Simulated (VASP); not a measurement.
# Hf (P6_3/mmc) in VASP: a series of runs, part 2 of 2

VASP 6.6.1. Earlier steps stand in the parts before.

**5. Single point, PBE (volume scaled by 0.800)**

Input file INCAR:

```
SYSTEM = Hf
PREC = Accurate
ENCUT = 520
EDIFF = 1E-7
ISMEAR = 0
SIGMA = 0.05
LREAL = .FALSE.
LASPH = .TRUE.
NELM = 60
ALGO = Normal
ISIF = 2
LWAVE = .FALSE.
LCHARG = .FALSE.
GGA = PE
NBANDS = 17
```

Input file KPOINTS:

```
regular mesh
0
G
  18 18 10
  0 0 0
```

Input file POSCAR:

```
Hf
1.0
    2.9628058719      0.0000000000      0.0000000000
   -1.4814029359      2.5658651516      0.0000000000
    0.0000000000      0.0000000000      4.7442874666
Hf
2
Direct
    0.3333333333      0.6666666667      0.2500000000
    0.6666666667      0.3333333333      0.7500000000
```

Potentials or basis: VASP PAW PBE potentials, release 64 (Hf_pv).

Launch:

```console
cat potpaw_PBE.64/Hf_pv/POTCAR > POTCAR
mpirun -np 1 vasp_std > vasp.out
```

OUTCAR:

```text
SYSTEM = Hf
   PREC = Accurate
   ENCUT = 520
   EDIFF = 1E-7
   ISMEAR = 0
   LREAL = .FALSE.
   LASPH = .TRUE.
   NELM = 60
   ISIF = 2
   GGA = PE

 ion  position               nearest neighbor table
   1  0.333  0.667  0.250-   2 2.92   2 2.92   2 2.92   2 2.92   2 2.92   2 2.92
   2  0.667  0.333  0.750-   1 2.92   1 2.92   1 2.92   1 2.92   1 2.92   1 2.92

  LATTYP: Found a hexagonal cell.
 ALAT       =     2.9628058719
 C/A-ratio  =     1.6012819171

  Lattice vectors:

 A1 = (   2.9628058719,   0.0000000000,   0.0000000000)
 A2 = (  -1.4814029359,   2.5658651516,   0.0000000000)
 A3 = (   0.0000000000,   0.0000000000,   4.7442874666)

Analysis of symmetry for initial positions (statically):
=====================================================================
 Subroutine PRICEL returns:
 Original cell was already a primitive cell.

 Routine SETGRP: Setting up the symmetry group for a
 hexagonal supercell.

 Subroutine GETGRP returns: Found 24 space group operations
 (whereof 12 operations were pure point group operations)
 out of a pool of 24 trial point group operations.

The static configuration has the point symmetry D_3d.
 The point group associated with its full space group is D_6h.

Analysis of symmetry for dynamics (positions and initial velocities):
=====================================================================
 Subroutine PRICEL returns:
 Original cell was already a primitive cell.

 Routine SETGRP: Setting up the symmetry group for a
 hexagonal supercell.

 Subroutine GETGRP returns: Found 24 space group operations
 (whereof 12 operations were pure point group operations)
 out of a pool of 24 trial point group operations.

The dynamic configuration has the point symmetry D_3d.
 The point group associated with its full space group is D_6h.

 Subroutine INISYM returns: Found 24 space group operations
 (whereof 12 operations are pure point group operations),
 and found     1 'primitive' translations

----------------------------------------------------------------------------------------

                                     Primitive cell

  volume of cell :      36.0668

  direct lattice vectors                    reciprocal lattice vectors
     2.962805872  0.000000000  0.000000000     0.337517895  0.194866047  0.000000000
    -1.481402936  2.565865152  0.000000000     0.000000000  0.389732095  0.000000000
     0.000000000  0.000000000  4.744287467     0.000000000  0.000000000  0.210779808

  length of vectors
     2.962805872  2.962805872  4.744287467     0.389732095  0.389732095  0.210779808

  position of ions in fractional coordinates (direct lattice)
     0.333333333  0.666666667  0.250000000
     0.666666667  0.333333333  0.750000000

  ion indices of the primitive-cell ions
   primitive index   ion index
                 1           1
                 2           2

----------------------------------------------------------------------------------------

 KPOINTS: regular mesh

Automatic generation of k-mesh.
 Grid dimensions read from file:
 generate k-points for:   18   18   10

 Generating k-lattice:

  Cartesian coordinates                     Fractional coordinates (reciprocal lattice)
     0.018750994  0.010825892  0.000000000     0.055555556 -0.000000000  0.000000000
     0.000000000  0.021651783  0.000000000     0.000000000  0.055555556  0.000000000
     0.000000000  0.000000000  0.021077981     0.000000000  0.000000000  0.100000000

  Length of vectors
     0.021651783  0.021651783  0.021077981

  Shift w.r.t. Gamma in fractional coordinates (k-lattice)
     0.000000000  0.000000000  0.000000000

 Subroutine IBZKPT returns following result:
 ===========================================

 Found    222 irreducible k-points:

 Following reciprocal coordinates:
            Coordinates               Weight
  0.000000  0.000000  0.000000      1.000000
  0.055556 -0.000000  0.000000      6.000000
  0.111111 -0.000000  0.000000      6.000000
  0.166667 -0.000000  0.000000      6.000000
  0.222222  0.000000  0.000000      6.000000
  0.277778 -0.000000  0.000000      6.000000
[... 16 lines left out ...]
  0.333333  0.111111  0.000000     12.000000
  0.388889  0.111111  0.000000     12.000000
 [... further k-points ...]
   k-points           NKPTS =    222   k-points in BZ     NKDIM =    222   number of bands    NBANDS=     17
   number of dos      NEDOS =    301   number of ions     NIONS =      2
   total plane-waves  NPLWV =  20736
   dimension x,y,z NGX =    24 NGY =   24 NGZ =   36
   dimension x,y,z NGXF=    48 NGYF=   48 NGZF=   72
   ions per type =               2
   NGX,Y,Z   is equivalent  to a cutoff of  13.47, 13.47, 12.61 a.u.
   NGXF,Y,Z  is equivalent  to a cutoff of  26.93, 26.93, 25.23 a.u.
 SYSTEM =  Hf
   PREC   = accura    normal or accurate (medium, high low for compatibility)
   ISTART =      0    job   : 0-new  1-cont  2-samecut
   ICHARG =      2    charge: 1-file 2-atom 10-const
   ISPIN  =      1    spin polarized calculation?
   LNONCOLLINEAR =      F non collinear calculations
   LSORBIT =      F    spin-orbit coupling
   LASPH  =      T    aspherical Exc in radial PAW
   ENCUT  =  520.0 eV  38.22 Ry    6.18 a.u.   5.51  5.51  8.82*2*pi/ulx,y,z
   NELM   =     60;   NELMIN=  2; NELMDL= -5     # of ELM steps
   EDIFF  = 0.1E-06   stopping-criterion for ELM
   LREAL  =      F    real-space projection
   EDIFFG = 0.1E-05   stopping-criterion for IOM
   NSW    =      0    number of steps for IOM
   IBRION =     -1    ionic relax: 0-MD 1-quasi-New 2-CG
   NFREE  =      0    steps in history (QN), initial steepest desc. (CG)
   ISIF   =      2    stress and relaxation
   ISYM   =      2    0-nonsym 1-usesym 2-fastsym
   POTIM  = 0.5000    time-step for ionic-motion
   TEBEG  =    0.0;   TEEND  =   0.0 temperature during run
   PSTRESS=    0.0 pullay stress
   NELECT =      20.0000    total number of electrons
   NUPDOWN=      -1.0000    fix difference up-down
   EMIN   =  10.00;   EMAX   =-10.00  energy-range for DOS
   EFERMI =   0.00;   METHOD = LEGACY
   ISMEAR =     0;   SIGMA  =   0.05  broadening in eV -4-tet -1-fermi 0-gaus
   EFERMI_NEDOS =   21; number of points for ismear=-14 and -15
   IALGO  =     38    algorithm
   IMIX   =      4    mixing-type and parameters
     AMIX     =   0.40;   BMIX     =  1.00
     AMIX_MAG =   1.60;   BMIX_MAG =  1.00
  volume/ion in A,a.u.               =      18.03       121.70
  Fermi-wavevector in a.u.,A,eV,Ry     =   1.344979  2.541642 24.612509  1.808968
  Thomas-Fermi vector in A             =   2.472929
   LORBIT       =      0    0 simple, 1 ext, 2 COOP (PROOUT), +10 PAW based schemes
   GGA     = PE    functional components
   LHFCALC =     F    Hartree Fock is set to
   AEXX    =    0.0000 exact exchange contribution
   IVDW    =     0    specifies the selected vdW correction
   LEPSILON=     F    determine dielectric tensor
   LRPA    =     F    only Hartree local field effects (RPA)
 non-spin polarized calculation
 Gauss-broadening in eV      SIGMA  =   0.05
  energy-cutoff  :      520.00
  volume of cell :       36.07
 maximum number of plane-waves:       996
 NGX is ok and might be reduce to    24
   NGX = 11   NGY = 11   NGZ = 17

 number of electron      19.9999997 magnetization

 Free energy of the ion-electron system (eV)
  ---------------------------------------------------
  ext. energy  EPLUGINS =         0.00000000
  ---------------------------------------------------
  free energy    TOTEN  =       -19.04580378 eV

  energy without entropy =      -19.04332196  energy(sigma->0) =      -19.04456287

 E-fermi :   6.5502     XC(G=0): -12.3068

 val. band max:        6.5424427860   @ k =   0.1667   0.1667   0.4000
 cond. band min:       6.5542211036   @ k =   0.2222   0.2222   0.4000
 fundamental gap:      0.0117783175
 Fermi energy:         6.5501839639

 k-point     1 :       0.0000    0.0000    0.0000
  band No.  band energies     occupation
      1     -24.5708      2.00000
      2     -23.1095      2.00000
      3     -23.1095      2.00000
      4     -22.8808      2.00000
      5     -22.8798      2.00000
      6     -22.8798      2.00000
[... 9 lines left out ...]
     16       9.7399      0.00000
     17      13.1064      0.00000
[... 441 lines left out ...]
 k-point    24 :       0.3889    0.1111    0.0000
  band No.  band energies     occupation
      1     -24.2465      2.00000
      2     -23.9696      2.00000
      3     -23.8457      2.00000
      4     -23.5332      2.00000
      5     -23.2956      2.00000
      6     -23.1545      2.00000
[... 9 lines left out ...]
     16      14.2851      0.00000
     17      15.2704      0.00000

 [... further k-points ...]

------------------------ aborting loop because EDIFF is reached ----------------------------------------

  FORCE on cell =-STRESS in cart. coord.  units (eV):
  Direction    XX          YY          ZZ          XY          YZ          ZX
  --------------------------------------------------------------------------------------
  -------------------------------------------------------------------------------------
  Total        7.6904668      7.6904668      7.6448197      0.0000000     -0.0000000     -0.0000000
  in kB      341.6294184    341.6294185    339.6016638      0.0000000     -0.0000000     -0.0000000
  external PRESSURE =     340.9535002 kB  Pullay stress =       0.0000000 kB

 VOLUME and BASIS-vectors are now :
 -----------------------------------------------------------------------------
  energy-cutoff  :      520.00
  volume of cell :       36.07
      direct lattice vectors                 reciprocal lattice vectors
     2.962805872  0.000000000  0.000000000     0.337517895  0.194866047  0.000000000
    -1.481402936  2.565865152  0.000000000     0.000000000  0.389732095  0.000000000
     0.000000000  0.000000000  4.744287467     0.000000000  0.000000000  0.210779808

 POSITION                                       TOTAL-FORCE (eV/Angst)
 -----------------------------------------------------------------------------------
     -0.00000      1.71058      1.18607        -0.000000      0.000000      0.000000
      1.48140      0.85529      3.55822         0.000000     -0.000000      0.000000
 -----------------------------------------------------------------------------------
    total drift:                               -0.000000      0.000000     -0.000000

  FREE ENERGIE OF THE ION-ELECTRON SYSTEM (eV)
  ---------------------------------------------------
  free  energy   TOTEN  =       -19.0458037808 eV

  energy  without entropy=      -19.0433219622  energy(sigma->0) =      -19.04456287
```

Run time: 33 s. Hardware: 1 thread of Intel Xeon 6975P-C (Granite Rapids), shared host; peak memory 0.24 GiB.

What came out:

```yaml
Free_energy: -19.0458 eV
Pressure: 34.1 GPa
Band_gap_on_the_k_mesh: zero (band 10 reaches 7.85 eV, above the bottom of band 11 at 6.17 eV)
```

Stress tensor (GPa, compression positive):
```
34.16  0.00  0.00
 0.00 34.16  0.00
 0.00  0.00 33.96
```

Caveat: spin-orbit coupling is left out, which moves the levels of the heavy elements.

**6. Overview**

```csv
cell,k mesh,gap on the mesh (eV),pressure (GPa)
"a = 3.115, b = 3.115, c = 4.935 Å, angles 90.0, 90.0, 120.0°, 2 atoms",16 × 16 × 10,none,9.9
"a = 2.908, b = 2.908, c = 4.680 Å, angles 90.0, 90.0, 120.0°, 2 atoms",18 × 18 × 10,none,45.6
"a = 3.162, b = 3.162, c = 4.997 Å, angles 90.0, 90.0, 120.0°, 2 atoms",16 × 16 × 10,none,4.2
"a = 2.963, b = 2.963, c = 4.744 Å, angles 90.0, 90.0, 120.0°, 2 atoms",18 × 18 × 10,none,34.1
```

Alike in all rows: task single point; level PBE; potentials or basis VASP PAW PBE potentials, release 64 (Hf_pv); no spin polarisation; cutoff (eV) 520; smearing gaussian 0.05 eV.

Caveats: spin-orbit coupling is left out, which moves the levels of the heavy elements.

Absolute energies hang on the potentials; compare differences alone.
